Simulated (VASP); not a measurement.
A run of VASP 6.6.1 is set up as follows.

INCAR

```
ALGO = Normal
EDIFF = 1E-6
ENCUT = 520
GGA = PE
ISIF = 2
ISMEAR = 0
LASPH = True
LCHARG = False
LREAL = False
LWAVE = False
NBANDS = 16
NELM = 60
PREC = Accurate
SIGMA = 0.05
```

File KPOINTS:

```
k-points
0
Gamma
  8 8 8
```

The input POSCAR:

```
CuI
1.0
    0.0000000000      3.2622873848      3.0103233227
    3.0103233227      0.0000000000      3.0103233227
    3.0103233227      3.2622873848      0.0000000000
Cu I
1 1
Direct
    0.7500000000      0.7500000000      0.7500000000
    0.0000000000      0.0000000000      0.0000000000
```

Potentials or basis: VASP PAW PBE potentials, release 64 (Cu, I).

The run is started by

```console
$ cat potpaw_PBE.64/Cu/POTCAR potpaw_PBE.64/I/POTCAR > POTCAR
$ mpirun -np 1 vasp_std > vasp.out
```

What does it give for the pressure?

-1.5 GPa.

Predict the band gap on the k mesh.

0.94 eV, direct.

Stress tensor (GPa, compression positive):
```
-1.00  0.00  0.00
 0.00 -2.60  0.00
 0.00  0.00 -1.00
```

Caveat: spin-orbit coupling is left out, which moves the levels of the heavy elements.
